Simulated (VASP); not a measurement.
# BP (F-43m) in VASP: further runs, part 2 of 2

VASP 6.6.1. Earlier steps stand in the parts before.

## (4) Relaxation of cell and atoms, PBEsol, target pressure 3 GPa, at which the enthalpy is minimised

INCAR reads:

```
SYSTEM = BP
PREC = Accurate
ENCUT = 600
EDIFF = 1E-7
ISMEAR = 0
SIGMA = 0.01
LREAL = .False.
LASPH = .True.
NELM = 60
ALGO = Normal
ISIF = 3
LWAVE = .False.
LCHARG = .False.
GGA = PS
IBRION = 2
NSW = 80
EDIFFG = -0.001
PSTRESS = 30.0
```

KPOINTS reads:

```
Automatic mesh
0
Gamma
  10 10 10
  0 0 0
```

POSCAR reads:

```
BP
1.0
    0.0000000000      2.2600863986      2.2600863986
    2.2600863986      0.0000000000      2.2600863986
    2.2600863986      2.2600863986      0.0000000000
B P
1 1
Direct
    0.0000000000      0.0000000000      0.0000000000
    0.7500000000      0.7500000000      0.7500000000
```

Potentials or basis: VASP PAW PBE potentials, release 64 (B, P).

Run with:

```bash
> cat potpaw_PBE.64/B/POTCAR potpaw_PBE.64/P/POTCAR > POTCAR
> mpirun -np 1 vasp_std > vasp.out
```

OUTCAR:

```text
SYSTEM = BP
   PREC = Accurate
   ENCUT = 600
   EDIFF = 1E-7
   ISMEAR = 0
   LREAL = .False.
   LASPH = .True.
   NELM = 60
   ISIF = 3
   GGA = PS
   IBRION = 2
   NSW = 80
   EDIFFG = -0.001
   PSTRESS = 30.0

 ion  position               nearest neighbor table
   1  0.000  0.000  0.000-   2 1.96   2 1.96   2 1.96   2 1.96
   2  0.750  0.750  0.750-   1 1.96   1 1.96   1 1.96   1 1.96

  LATTYP: Found a face centered cubic cell.
 ALAT       =     4.5201727972

  Lattice vectors:

 A1 = (   0.0000000000,   2.2600863986,   2.2600863986)
 A2 = (   2.2600863986,   0.0000000000,   2.2600863986)
 A3 = (   2.2600863986,   2.2600863986,   0.0000000000)

Analysis of symmetry for initial positions (statically):
=====================================================================
 Subroutine PRICEL returns:
 Original cell was already a primitive cell.

 Routine SETGRP: Setting up the symmetry group for a
 face centered cubic supercell.

 Subroutine GETGRP returns: Found 24 space group operations
 (whereof 24 operations were pure point group operations)
 out of a pool of 48 trial point group operations.

The static configuration has the point symmetry T_d .

Analysis of symmetry for dynamics (positions and initial velocities):
=====================================================================
 Subroutine PRICEL returns:
 Original cell was already a primitive cell.

 Routine SETGRP: Setting up the symmetry group for a
 face centered cubic supercell.

 Subroutine GETGRP returns: Found 24 space group operations
 (whereof 24 operations were pure point group operations)
 out of a pool of 48 trial point group operations.

The dynamic configuration has the point symmetry T_d .

 Subroutine INISYM returns: Found 24 space group operations
 (whereof 24 operations are pure point group operations),
 and found     1 'primitive' translations

----------------------------------------------------------------------------------------

                                     Primitive cell

  volume of cell :      23.0890

  direct lattice vectors                    reciprocal lattice vectors
     0.000000000  2.260086399  2.260086399    -0.221230481  0.221230481  0.221230481
     2.260086399  0.000000000  2.260086399     0.221230481 -0.221230481  0.221230481
     2.260086399  2.260086399  0.000000000     0.221230481  0.221230481 -0.221230481

  length of vectors
     3.196244837  3.196244837  3.196244837     0.383182432  0.383182432  0.383182432

  position of ions in fractional coordinates (direct lattice)
     0.000000000  0.000000000  0.000000000
     0.750000000  0.750000000  0.750000000

  ion indices of the primitive-cell ions
   primitive index   ion index
                 1           1
                 2           2

----------------------------------------------------------------------------------------

 KPOINTS: Automatic mesh

Automatic generation of k-mesh.
 Grid dimensions read from file:
 generate k-points for:   10   10   10

 Generating k-lattice:

  Cartesian coordinates                     Fractional coordinates (reciprocal lattice)
[... 22 lines left out ...]
  0.500000  0.000000  0.000000      4.000000
[... 16 lines left out ...]
  0.300000  0.300000  0.000000      6.000000
  0.400000  0.300000  0.000000     24.000000
 [... further k-points ...]
   k-points           NKPTS =     47   k-points in BZ     NKDIM =     47   number of bands    NBANDS=      8
   number of dos      NEDOS =    301   number of ions     NIONS =      2
   total plane-waves  NPLWV =  21952
   dimension x,y,z NGX =    28 NGY =   28 NGZ =   28
   dimension x,y,z NGXF=    56 NGYF=   56 NGZF=   56
   ions per type =               1   1
   NGX,Y,Z   is equivalent  to a cutoff of  14.56, 14.56, 14.56 a.u.
   NGXF,Y,Z  is equivalent  to a cutoff of  29.13, 29.13, 29.13 a.u.
 SYSTEM =  BP
   PREC   = accura    normal or accurate (medium, high low for compatibility)
   ISTART =      0    job   : 0-new  1-cont  2-samecut
   ICHARG =      2    charge: 1-file 2-atom 10-const
   ISPIN  =      1    spin polarized calculation?
   LNONCOLLINEAR =      F non collinear calculations
   LSORBIT =      F    spin-orbit coupling
   LASPH  =      T    aspherical Exc in radial PAW
   ENCUT  =  600.0 eV  44.10 Ry    6.64 a.u.   6.38  6.38  6.38*2*pi/ulx,y,z
   NELM   =     60;   NELMIN=  2; NELMDL= -5     # of ELM steps
   EDIFF  = 0.1E-06   stopping-criterion for ELM
   LREAL  =      F    real-space projection
   EDIFFG = -.1E-02   stopping-criterion for IOM
   NSW    =     80    number of steps for IOM
   IBRION =      2    ionic relax: 0-MD 1-quasi-New 2-CG
   NFREE  =      1    steps in history (QN), initial steepest desc. (CG)
   ISIF   =      3    stress and relaxation
   ISYM   =      2    0-nonsym 1-usesym 2-fastsym
   POTIM  = 0.5000    time-step for ionic-motion
   TEBEG  =    0.0;   TEEND  =   0.0 temperature during run
   PSTRESS=   30.0 pullay stress
   NELECT =       8.0000    total number of electrons
   NUPDOWN=      -1.0000    fix difference up-down
   EMIN   =  10.00;   EMAX   =-10.00  energy-range for DOS
   EFERMI =   0.00;   METHOD = LEGACY
   ISMEAR =     0;   SIGMA  =   0.01  broadening in eV -4-tet -1-fermi 0-gaus
   EFERMI_NEDOS =   21; number of points for ismear=-14 and -15
   IALGO  =     38    algorithm
   IMIX   =      4    mixing-type and parameters
     AMIX     =   0.40;   BMIX     =  1.00
     AMIX_MAG =   1.60;   BMIX_MAG =  1.00
  volume/ion in A,a.u.               =      11.54        77.91
  Fermi-wavevector in a.u.,A,eV,Ry     =   1.149837  2.172878 17.988619  1.322126
  Thomas-Fermi vector in A             =   2.286505
   LORBIT       =      0    0 simple, 1 ext, 2 COOP (PROOUT), +10 PAW based schemes
   GGA     = PS    functional components
   LHFCALC =     F    Hartree Fock is set to
   AEXX    =    0.0000 exact exchange contribution
   IVDW    =     0    specifies the selected vdW correction
   LEPSILON=     F    determine dielectric tensor
   LRPA    =     F    only Hartree local field effects (RPA)
 conjugate gradient relaxation of ions
 non-spin polarized calculation
 Gauss-broadening in eV      SIGMA  =   0.01
  energy-cutoff  :      600.00
  volume of cell :       23.09
 maximum number of plane-waves:       785
 NGX is ok and might be reduce to    28
   NGX = 13   NGY = 13   NGZ = 13

--------------------------------------- Ionic step        1  -------------------------------------------

 number of electron       8.0000000 magnetization

 Free energy of the ion-electron system (eV)
  ---------------------------------------------------
  ext. energy  EPLUGINS =         0.00000000
  ---------------------------------------------------
  free energy    TOTEN  =       -13.67525812 eV

  energy without entropy =      -13.67525812  energy(sigma->0) =      -13.67525812

------------------------ aborting loop because EDIFF is reached ----------------------------------------

  FORCE on cell =-STRESS in cart. coord.  units (eV):
  Direction    XX          YY          ZZ          XY          YZ          ZX
  --------------------------------------------------------------------------------------
  -------------------------------------------------------------------------------------
  Total        0.0152608      0.0152608      0.0152608     -0.0000000      0.0000000     -0.0000000
  in kB        1.0589653      1.0589653      1.0589653     -0.0000000      0.0000000     -0.0000000
  external PRESSURE =     -28.9410347 kB  Pullay stress =      30.0000000 kB
[... 63 lines left out ...]
--------------------------------------- Ionic step        3  -------------------------------------------

 number of electron       8.0000001 magnetization

 Free energy of the ion-electron system (eV)
  ---------------------------------------------------
  ext. energy  EPLUGINS =         0.00000000
  ---------------------------------------------------
  free energy    TOTEN  =       -13.67164155 eV

  energy without entropy =      -13.67164155  energy(sigma->0) =      -13.67164155

 E-fermi :   7.8036     XC(G=0): -11.1655

 val. band max:        7.7432485990   @ k =   0.0000   0.0000   0.0000
 cond. band min:       8.8372599898   @ k =   0.4000   0.4000   0.0000
 fundamental gap:      1.0940113908
 Fermi energy:         7.8036314589

 k-point     1 :       0.0000    0.0000    0.0000
  band No.  band energies     occupation
      1      -8.0096      2.00000
      2       7.7432      2.00000
      3       7.7432      2.00000
      4       7.7432      2.00000
      5      11.1434      0.00000
      6      11.1434      0.00000
      7      11.1434      0.00000
      8      15.5189      0.00000
[... 243 lines left out ...]
 k-point    24 :       0.4000    0.3000    0.0000
  band No.  band energies     occupation
      1      -4.9839      2.00000
      2       1.5174      2.00000
      3       3.5478      2.00000
      4       4.1104      2.00000
      5       9.4339      0.00000
      6      11.2317      0.00000
      7      17.3799      0.00000
      8      17.4022      0.00000

 [... further k-points ...]
[... 5 lines left out ...]
  --------------------------------------------------------------------------------------
  -------------------------------------------------------------------------------------
  Total        0.4252649      0.4252649      0.4252649      0.0000000      0.0000000      0.0000000
  in kB       30.0015021     30.0015021     30.0015021      0.0000000      0.0000000      0.0000000
  external PRESSURE =       0.0015021 kB  Pullay stress =      30.0000000 kB
[... 21 lines left out ...]
  energy  without entropy=      -13.6716415459  energy(sigma->0) =      -13.67164155

  enthalpy is  TOTEN    =       -13.2463979870 eV   P V=        0.4252435590

 reached required accuracy - stopping structural energy minimisation
```

Wall time 22 s (1 thread of Intel Xeon Platinum 8488C (Sapphire Rapids), shared host); peak memory 0.15 GiB.

Results:

* Free energy: -13.6716 eV
* Relaxed volume: 11.36 Å³/atom
* Relaxed cell: a = 3.179 Å, b = 3.179 Å, c = 3.179 Å, α = 60.00°, β = 60.00°, γ = 60.00°
* Space group after relaxing (to 0.05 Å): F-43m (No. 216)
* Energy change on relaxing (the enthalpy is what falls): +1.8 meV/atom
* Ionic steps: 3
* Pressure after relaxing: 3.0 GPa
* Band gap on the k mesh: 1.09 eV, indirect (least direct gap 3.40 eV)

Step by step:
| step | energy change (eV) | largest force (eV/Å) | pressure (GPa) | volume (Å³) |
| --- | --- | --- | --- | --- |
| 1 | 0.0000 | 0.0000 | 0.11 | 23.09 |
| 2 | 0.0119 | 0.0000 | 5.56 | 22.40 |
| 3 | 0.0036 | 0.0000 | 3.00 | 22.71 |

Final structure:
```
B P
1.0
     0.00000    2.24767    2.24767
     2.24767    0.00000    2.24767
     2.24767    2.24767    0.00000
B P
1 1
Direct
  0.00000 0.00000 0.00000
  0.75000 0.75000 0.75000
```

Caveat: the cell is relaxed towards a set pressure, so the enthalpy falls and the energy may rise; the PAW data sets were made with another functional, which shifts forces and pressure a little. A hybrid or GW would open this gap; PBEsol tends to underestimate it.

## (5) Summary

| task | cell | cutoff (eV) | gap on the mesh (eV) | pressure (GPa) |
| --- | --- | --- | --- | --- |
| single point | as given | 520 | 1.12 | 0.1 |
| relaxation of cell and atoms | relaxed | 600 | 1.12 | 0.0 |
| relaxation of cell and atoms | relaxed to 3 GPa | 600 | 1.09 | 3.0 |

Alike in all rows: level PBEsol; potentials or basis VASP PAW PBE potentials, release 64 (B, P); no spin polarisation; k mesh 10 × 10 × 10; smearing gaussian 0.01 eV.

Caveats: the PAW data sets were made with another functional, which shifts forces and pressure a little; the cell is relaxed towards a set pressure, so the enthalpy falls and the energy may rise (some runs).

Absolute energies hang on the potentials; compare differences alone.
